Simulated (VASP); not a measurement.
# MgO (P6_3/mmc) in VASP: a series of runs, part 2 of 2

VASP 6.6.1. The steps go on from the part before.

### 5 Single point, PBE (volume 10.653 Å^3 an atom, c/a of the conventional cell 1.1112)

INCAR

```
PREC = Accurate
ENCUT = 520
EDIFF = 1E-7
ISMEAR = 0
SIGMA = 0.05
LREAL = F
LASPH = T
NELM = 80
ALGO = Normal
ISIF = 2
LWAVE = F
LCHARG = T
GGA = PE
LELF = T
LVHAR = T
NBANDS = 16
```

KPOINTS

```
Automatic mesh
0
Gamma
  9 9 6
```

POSCAR

```
MgO
1.0
    3.5378250388      0.0000000000      0.0000000000
   -1.7689125194      3.0638463577      0.0000000000
    0.0000000000      0.0000000000      3.9312311831
Mg O
2 2
Direct
    0.6666666667      0.3333333333      0.7500000000
    0.3333333333      0.6666666667      0.2500000000
    0.6666666667      0.3333333333      0.2500000000
    0.3333333333      0.6666666667      0.7500000000
```

Potentials or basis: VASP PAW PBE potentials, release 64 (Mg, O).

Command:

```sh
> cat potpaw_PBE.64/Mg/POTCAR potpaw_PBE.64/O/POTCAR > POTCAR
> mpirun -np 1 vasp_std > vasp.out
```

OUTCAR:

```text
PREC = Accurate
   ENCUT = 520
   EDIFF = 1E-7
   ISMEAR = 0
   LREAL = F
   LASPH = T
   NELM = 80
   ISIF = 2
   GGA = PE

 ion  position               nearest neighbor table
   1  0.667  0.333  0.750-   3 1.97   3 1.97   4 2.04   4 2.04   4 2.04   2 2.83   2 2.83   2 2.83
                             2 2.83   2 2.83   2 2.83
   2  0.333  0.667  0.250-   4 1.97   4 1.97   3 2.04   3 2.04   3 2.04   1 2.83   1 2.83   1 2.83
                             1 2.83   1 2.83   1 2.83
   3  0.667  0.333  0.250-   1 1.97   1 1.97   2 2.04   2 2.04   2 2.04
   4  0.333  0.667  0.750-   2 1.97   2 1.97   1 2.04   1 2.04   1 2.04

  LATTYP: Found a hexagonal cell.
 ALAT       =     3.5378250388
 C/A-ratio  =     1.1112000000

  Lattice vectors:

 A1 = (   3.5378250388,   0.0000000000,   0.0000000000)
 A2 = (  -1.7689125194,   3.0638463577,   0.0000000000)
 A3 = (   0.0000000000,   0.0000000000,   3.9312311831)

Analysis of symmetry for initial positions (statically):
=====================================================================
 Subroutine PRICEL returns:
 Original cell was already a primitive cell.

 Routine SETGRP: Setting up the symmetry group for a
 hexagonal supercell.

 Subroutine GETGRP returns: Found 24 space group operations
 (whereof 12 operations were pure point group operations)
 out of a pool of 24 trial point group operations.

The static configuration has the point symmetry D_3d.
 The point group associated with its full space group is D_6h.

Analysis of symmetry for dynamics (positions and initial velocities):
=====================================================================
 Subroutine PRICEL returns:
 Original cell was already a primitive cell.

 Routine SETGRP: Setting up the symmetry group for a
 hexagonal supercell.

 Subroutine GETGRP returns: Found 24 space group operations
 (whereof 12 operations were pure point group operations)
 out of a pool of 24 trial point group operations.

The dynamic configuration has the point symmetry D_3d.
 The point group associated with its full space group is D_6h.

 Subroutine INISYM returns: Found 24 space group operations
 (whereof 12 operations are pure point group operations),
 and found     1 'primitive' translations

----------------------------------------------------------------------------------------

                                     Primitive cell

  volume of cell :      42.6120

  direct lattice vectors                    reciprocal lattice vectors
     3.537825039  0.000000000  0.000000000     0.282659541  0.163193562  0.000000000
    -1.768912519  3.063846358  0.000000000     0.000000000  0.326387124  0.000000000
     0.000000000  0.000000000  3.931231183     0.000000000  0.000000000  0.254373237

  length of vectors
     3.537825039  3.537825039  3.931231183     0.326387124  0.326387124  0.254373237

  position of ions in fractional coordinates (direct lattice)
     0.666666667  0.333333333  0.750000000
     0.333333333  0.666666667  0.250000000
     0.666666667  0.333333333  0.250000000
     0.333333333  0.666666667  0.750000000

  ion indices of the primitive-cell ions
   primitive index   ion index
                 1           1
                 2           2
                 3           3
[... 21 lines left out ...]
     0.000000000  0.000000000  0.000000000

 Subroutine IBZKPT returns following result:
 ===========================================

 Found     48 irreducible k-points:

 Following reciprocal coordinates:
            Coordinates               Weight
  0.000000  0.000000  0.000000      1.000000
  0.111111 -0.000000  0.000000      6.000000
  0.222222 -0.000000  0.000000      6.000000
  0.333333 -0.000000  0.000000      6.000000
  0.444444 -0.000000  0.000000      6.000000
  0.111111  0.111111  0.000000      6.000000
[... 16 lines left out ...]
  0.333333  0.222222  0.166667     24.000000
  0.333333  0.333333  0.166667      4.000000
 [... further k-points ...]
   k-points           NKPTS =     48   k-points in BZ     NKDIM =     48   number of bands    NBANDS=     16
   number of dos      NEDOS =    301   number of ions     NIONS =      4
   total plane-waves  NPLWV =  23520
   dimension x,y,z NGX =    28 NGY =   28 NGZ =   30
   dimension x,y,z NGXF=    56 NGYF=   56 NGZF=   60
   ions per type =               2   2
   NGX,Y,Z   is equivalent  to a cutoff of  13.16, 13.16, 12.69 a.u.
   NGXF,Y,Z  is equivalent  to a cutoff of  26.31, 26.31, 25.37 a.u.
 SYSTEM =  unknown system
   PREC   = accura    normal or accurate (medium, high low for compatibility)
   ISTART =      0    job   : 0-new  1-cont  2-samecut
   ICHARG =      2    charge: 1-file 2-atom 10-const
   ISPIN  =      1    spin polarized calculation?
   LNONCOLLINEAR =      F non collinear calculations
   LSORBIT =      F    spin-orbit coupling
   LASPH  =      T    aspherical Exc in radial PAW
   ENCUT  =  520.0 eV  38.22 Ry    6.18 a.u.   6.58  6.58  7.31*2*pi/ulx,y,z
   NELM   =     80;   NELMIN=  2; NELMDL= -5     # of ELM steps
   EDIFF  = 0.1E-06   stopping-criterion for ELM
   LREAL  =      F    real-space projection
   EDIFFG = 0.1E-05   stopping-criterion for IOM
   NSW    =      0    number of steps for IOM
   IBRION =     -1    ionic relax: 0-MD 1-quasi-New 2-CG
   NFREE  =      0    steps in history (QN), initial steepest desc. (CG)
   ISIF   =      2    stress and relaxation
   ISYM   =      2    0-nonsym 1-usesym 2-fastsym
   POTIM  = 0.5000    time-step for ionic-motion
   TEBEG  =    0.0;   TEEND  =   0.0 temperature during run
   PSTRESS=    0.0 pullay stress
   NELECT =      16.0000    total number of electrons
   NUPDOWN=      -1.0000    fix difference up-down
   EMIN   =  10.00;   EMAX   =-10.00  energy-range for DOS
   EFERMI =   0.00;   METHOD = LEGACY
   ISMEAR =     0;   SIGMA  =   0.05  broadening in eV -4-tet -1-fermi 0-gaus
   EFERMI_NEDOS =   21; number of points for ismear=-14 and -15
   IALGO  =     38    algorithm
   IMIX   =      4    mixing-type and parameters
     AMIX     =   0.40;   BMIX     =  1.00
     AMIX_MAG =   1.60;   BMIX_MAG =  1.00
  volume/ion in A,a.u.               =      10.65        71.89
  Fermi-wavevector in a.u.,A,eV,Ry     =   1.181057  2.231874 18.978707  1.394896
  Thomas-Fermi vector in A             =   2.317338
   LORBIT       =      0    0 simple, 1 ext, 2 COOP (PROOUT), +10 PAW based schemes
   GGA     = PE    functional components
   LHFCALC =     F    Hartree Fock is set to
   AEXX    =    0.0000 exact exchange contribution
   IVDW    =     0    specifies the selected vdW correction
   LEPSILON=     F    determine dielectric tensor
   LRPA    =     F    only Hartree local field effects (RPA)
 non-spin polarized calculation
 Gauss-broadening in eV      SIGMA  =   0.05
  energy-cutoff  :      520.00
  volume of cell :       42.61
 maximum number of plane-waves:      1178
 NGX is ok and might be reduce to    28
   NGX = 13   NGY = 13   NGZ = 15

 number of electron      15.9999995 magnetization

 Free energy of the ion-electron system (eV)
  ---------------------------------------------------
  ext. energy  EPLUGINS =         0.00000000
  ---------------------------------------------------
  free energy    TOTEN  =       -23.45733308 eV

  energy without entropy =      -23.45733308  energy(sigma->0) =      -23.45733308

 E-fermi :   2.2797     XC(G=0): -10.1846

 val. band max:        2.0762483817   @ k =   0.0000   0.0000   0.0000
 cond. band min:       5.7464952584   @ k =   0.0000   0.0000   0.0000
 fundamental gap:      3.6702468766
 Fermi energy:         2.2797004120

 k-point     1 :       0.0000    0.0000    0.0000
  band No.  band energies     occupation
      1     -14.9227      2.00000
      2     -13.3267      2.00000
      3      -1.3791      2.00000
      4       0.2552      2.00000
      5       0.2552      2.00000
      6       1.4217      2.00000
[... 433 lines left out ...]
      3      -1.4824      2.00000
      4      -0.7062      2.00000
      5      -0.7062      2.00000
      6       1.0289      2.00000
[... 8 lines left out ...]
     15      17.0803      0.00000
     16      19.0608      0.00000

 [... further k-points ...]
[... 5 lines left out ...]
  --------------------------------------------------------------------------------------
  -------------------------------------------------------------------------------------
  Total        1.1514186      1.1514186      6.7768824      0.0000000      0.0000000      0.0000000
  in kB       43.2924237     43.2924237    254.8053908      0.0000000      0.0000000      0.0000000
  external PRESSURE =     113.7967461 kB  Pullay stress =       0.0000000 kB

 VOLUME and BASIS-vectors are now :
 -----------------------------------------------------------------------------
  energy-cutoff  :      520.00
  volume of cell :       42.61
      direct lattice vectors                 reciprocal lattice vectors
     3.537825039  0.000000000  0.000000000     0.282659541  0.163193562  0.000000000
    -1.768912519  3.063846358  0.000000000     0.000000000  0.326387124  0.000000000
     0.000000000  0.000000000  3.931231183     0.000000000  0.000000000  0.254373237

 POSITION                                       TOTAL-FORCE (eV/Angst)
 -----------------------------------------------------------------------------------
      1.76891      1.02128      2.94842        -0.000000     -0.000000     -0.000000
     -0.00000      2.04256      0.98281         0.000000     -0.000000     -0.000000
      1.76891      1.02128      0.98281        -0.000000     -0.000000     -0.000000
     -0.00000      2.04256      2.94842        -0.000000      0.000000      0.000000
 -----------------------------------------------------------------------------------
    total drift:                               -0.000000     -0.000000     -0.000000

  FREE ENERGIE OF THE ION-ELECTRON SYSTEM (eV)
  ---------------------------------------------------
  free  energy   TOTEN  =       -23.4573330820 eV

  energy  without entropy=      -23.4573330820  energy(sigma->0) =      -23.45733308
```

OSZICAR:

```text
N       E                     dE             d eps       ncg     rms          rms(c)
DAV:   1     0.621641258094E+02    0.62164E+02   -0.76216E+03  1536   0.896E+02
DAV:   2    -0.239210233273E+02   -0.86085E+02   -0.77675E+02  2168   0.201E+02
DAV:   3    -0.276384509926E+02   -0.37174E+01   -0.37076E+01  1808   0.429E+01
DAV:   4    -0.276530057108E+02   -0.14555E-01   -0.14554E-01  1920   0.311E+00
DAV:   5    -0.276530780578E+02   -0.72347E-04   -0.72347E-04  1792   0.210E-01    0.114E+01
DAV:   6    -0.235339088074E+02    0.41192E+01   -0.10342E+01  1696   0.252E+01    0.345E+00
DAV:   7    -0.234811166817E+02    0.52792E-01   -0.15091E-01  1544   0.306E+00    0.215E+00
DAV:   8    -0.234593545964E+02    0.21762E-01   -0.95331E-02  1680   0.327E+00    0.530E-01
DAV:   9    -0.234564770718E+02    0.28775E-02   -0.95687E-03  1920   0.857E-01    0.118E-01
DAV:  10    -0.234573150256E+02   -0.83795E-03   -0.86279E-04  1544   0.225E-01    0.400E-02
DAV:  11    -0.234573334261E+02   -0.18401E-04   -0.34693E-05  1744   0.500E-02    0.197E-02
DAV:  12    -0.234573341006E+02   -0.67448E-06   -0.80552E-06  1544   0.207E-02    0.796E-03
DAV:  13    -0.234573330923E+02    0.10083E-05   -0.37227E-06  1960   0.150E-02    0.747E-04
DAV:  14    -0.234573330820E+02    0.10230E-07   -0.83672E-08   944   0.249E-03
   1 F= -.23457333E+02 E0= -.23457333E+02  d E =-.374201E-11
```

stdout:

```text
POSCAR found type information on POSCAR MgO
 POSCAR found :  2 types and       4 ions
 scaLAPACK will be used
 LDA part: xc-table for (Slater+PW92), standard interpolation
 POSCAR, INCAR and KPOINTS ok, starting setup
 FFT: planning ... GRIDC
 FFT: planning ... GRID_SOFT
 FFT: planning ... GRID
 WAVECAR not read
 entering main loop
```

Run time: 44 s. Hardware: 1 thread of Intel Xeon 8259CL, shared host; peak memory 0.18 GiB.

Results:

```yaml
Free_energy: -23.4573 eV
Pressure: 11.4 GPa
Band_gap_on_the_k_mesh: 3.67 eV, direct
```

### 6 The runs side by side

| cell | gap on the mesh (eV) | pressure (GPa) |
| --- | --- | --- |
| a = 3.390, b = 3.390, c = 4.282 Å, angles 90.0, 90.0, 120.0°, 4 atoms | 3.55 | 9.3 |
| a = 3.463, b = 3.463, c = 4.103 Å, angles 90.0, 90.0, 120.0°, 4 atoms | 3.61 | 9.0 |
| a = 3.426, b = 3.426, c = 4.192 Å, angles 90.0, 90.0, 120.0°, 4 atoms | 3.58 | 8.8 |
| a = 3.538, b = 3.538, c = 3.931 Å, angles 90.0, 90.0, 120.0°, 4 atoms | 3.67 | 11.4 |

Alike in all rows: task single point; level PBE; potentials or basis VASP PAW PBE potentials, release 64 (Mg, O); no spin polarisation; k mesh 9 × 9 × 6; cutoff (eV) 520; smearing gaussian 0.05 eV.

Total energies depend on the potentials used, so only differences within one code and one set of settings carry meaning.
